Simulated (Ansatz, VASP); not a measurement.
# BP: VASP beside Ansatz

INCAR

```
SYSTEM = BP
PREC     = Accurate       ! precision mode
ENCUT    = 520            ! plane-wave cutoff, eV
EDIFF    = 1E-6           ! SCF threshold, eV
ISMEAR   = -1             ! smearing method
SIGMA    = 0.08           ! smearing width, eV
LREAL    = .FALSE.        ! projectors in reciprocal space
LASPH    = .TRUE.         ! aspherical terms in the spheres
NELM     = 100            ! most SCF steps
ALGO     = Normal         ! electronic algorithm
ISIF     = 2              ! what is computed and relaxed
LWAVE    = .FALSE.        ! write WAVECAR
LCHARG   = .TRUE.         ! write CHGCAR
GGA      = CA             ! functional
LELF     = .TRUE.         ! ELF
LVHAR    = .TRUE.       
NBANDS   = 11             ! bands
```

The input KPOINTS:

```
regular mesh
0
G
  12 12 12
  0 0 0
```

POSCAR

```
BP
1.0
    0.0000000000      2.3135014941      2.3135014941
    2.3135014941      0.0000000000      2.3135014941
    2.3135014941      2.3135014941      0.0000000000
B P
1 1
Direct
    0.0000000000      0.0000000000      0.0000000000
    0.7500000000      0.7500000000      0.7500000000
```

Input for Ansatz:

```yaml
crystal:
  lattice:
    - [0.0, 2.3135014941, 2.3135014941]
    - [2.3135014941, 0.0, 2.3135014941]
    - [2.3135014941, 2.3135014941, 0.0]
  atoms:
    - { symbol: B, position: [0.0, 0.0, 0.0] }
    - { symbol: P, position: [0.75, 0.75, 0.75] }
kpoints:
  mp_grid: { grid: [12, 12, 12] }
  band_path:
    path:
      - [0.0, 0.0, 0.0]
      - [-0.5, -0.5, 0.0]
      - [-0.375, -0.375, 0.25]
      - [-0.375, 0.0, 0.375]
      - [0.0, 0.0, 0.0]
      - [0.0, 0.0, 0.5]
      - [-0.5, -0.25, 0.25]
      - [-0.5, -0.5, 0.0]
    npoints: 5
scf:
  occupations: { method: fermi_dirac, width: 0.08 }
hamiltonian:
  xc: lda
  pseudopotentials: { kind: all_electron, lapw: { basis_error: 0.0005 } }
output:
  forces: true
  stress: true
  eigenvalues: true
```

Change from the starting cell: volume scaled by 1.06.

Alike in both runs: task single point; functional LDA; k mesh 12 × 12 × 12; occupations fermi-dirac, width 0.08 eV; no spin polarisation.

```csv
,VASP,Ansatz
version,VASP 6.6.1,Ansatz 0.2.0
potentials or method,"VASP PAW LDA potentials, release 64 (B, P), cutoff 520 eV","all-electron LAPW, scalar-relativistic"
```

```tsv
	VASP	Ansatz	Ansatz less VASP
pressure (GPa)	-13.4	-13.3	+0.06
```

LDA's correlation is that of Perdew and Zunger in VASP and of Perdew and Wang (1992) in Ansatz. Ansatz ran all-electron here, and VASP with PAW potentials.
